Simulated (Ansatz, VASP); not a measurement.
# Sn in VASP and in Ansatz

Contents of INCAR:

```
  PREC = Accurate
  ENCUT = 520
  EDIFF = 1E-7
  ISMEAR = -1
  SIGMA = 0.03
  LREAL = False
  LASPH = True
  NELM = 80
  ALGO = Normal
  ISIF = 2
  LWAVE = False
  LCHARG = False
  GGA = CA
  NBANDS = 21
```

KPOINTS

```
Automatic mesh
0
Gamma
  9 9 9
```

The input POSCAR:

```
Sn
1.0
    0.0000000000      3.2456000000      3.3105120000
    3.2456000000      0.0000000000      3.3105120000
    3.2456000000      3.2456000000      0.0000000000
Sn
2
Direct
    0.5000000000      0.5000000000      0.5000000000
    0.7500000000      0.7500000000      0.7500000000
```

Input for Ansatz:

```yaml
crystal:
  lattice:
    - [0.0, 3.2456, 3.310512]
    - [3.2456, 0.0, 3.310512]
    - [3.2456, 3.2456, 0.0]
  atoms:
    - { symbol: Sn, position: [0.5, 0.5, 0.5] }
    - { symbol: Sn, position: [0.75, 0.75, 0.75] }
kpoints:
  mp_grid: { grid: [9, 9, 9] }
  band_path:
    path:
      - [0.0, 0.0, 0.0]
      - [0.0, 0.5, 0.5]
      - [0.25, 0.75, 0.5]
      - [0.0, 0.5, 0.0]
      - [0.0, 0.0, 0.0]
      - [0.5, 0.5, 0.0]
      - [0.3701460977, 0.6298539023, 0.0]
      - [-0.3701460977, 0.3701460977, 0.0]
      - [0.0, 0.0, 0.0]
    npoints: 5
scf:
  occupations: { method: fermi_dirac, width: 0.03 }
hamiltonian:
  xc: lda
  pseudopotentials: { kind: all_electron, lapw: { basis_error: 0.00025 } }
output:
  forces: true
  stress: true
  eigenvalues: true
```

Change from the starting cell: zz strain of +2 %.

Alike in both runs: task single point; functional LDA; k mesh 9 × 9 × 9; occupations fermi-dirac, width 0.03 eV; no spin polarisation.

```csv
,VASP,Ansatz
version,VASP 6.6.1,Ansatz 0.2.0
potentials or method,"VASP PAW LDA potentials, release 64 (Sn_d), cutoff 520 eV","all-electron LAPW, scalar-relativistic"
```

Ansatz gave:

| Property | Result |
| --- | --- |
| pressure (GPa) | -1.1 |
| traceless stress, the component that is largest in VASP (GPa) | -0.38 |

Task: What did VASP give for the same quantities?

Result: Pressure (GPa): -1.2; traceless stress, the component that is largest in VASP (GPa): -0.39.

LDA's correlation is that of Perdew and Zunger in VASP and of Perdew and Wang (1992) in Ansatz. Ansatz ran all-electron here, and VASP with PAW potentials.
